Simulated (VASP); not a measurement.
A run of VASP 6.6.1:

Contents of INCAR:

```
SYSTEM = La2Zr2O
  PREC = Accurate
  ENCUT = 520
  EDIFF = 1E-6
  ISMEAR = 0
  SIGMA = 0.1
  LREAL = .FALSE.
  LASPH = .TRUE.
  NELM = 100
  ALGO = Normal
  ISIF = 2
  LWAVE = .FALSE.
  LCHARG = .TRUE.
  GGA = PE
  LELF = .TRUE.
  LVHAR = .TRUE.
  NBANDS = 34
```

KPOINTS

```
regular mesh
0
G
  4 4 4
  0 0 0
```

The input POSCAR:

```
La2Zr2O
1.0
    4.3007468800      0.0000000000      0.0000000000
    0.0000000000      4.3007468800      0.0000000000
    0.0000000000      0.0000000000      6.2247847600
La Zr O
2 2 1
Direct
    0.0000000000      0.5000000000      0.0000000000
    0.5000000000      0.0000000000      0.0000000000
    0.5000000000      0.5000000000      0.6840257000
    0.5000000000      0.5000000000      0.3159743000
    0.5000000000      0.5000000000      0.0000000000
```

Potentials or basis: VASP PAW PBE potentials, release 64 (La, Zr_sv, O).

Run with:

```bash
$ cat potpaw_PBE.64/La/POTCAR potpaw_PBE.64/Zr_sv/POTCAR potpaw_PBE.64/O/POTCAR > POTCAR
$ mpirun -np 1 vasp_std > vasp.out
```

Hardware: 1 thread of Intel(R) Xeon(R) 6975P-C (Granite Rapids) (shared host).

Question: How long does it take, and how much memory?

Answer: Run time: 67 s on 1 thread of Intel(R) Xeon(R) 6975P-C (Granite Rapids) (shared host), peak memory 0.26 GiB. Counts: scf iterations 15, k points 18.
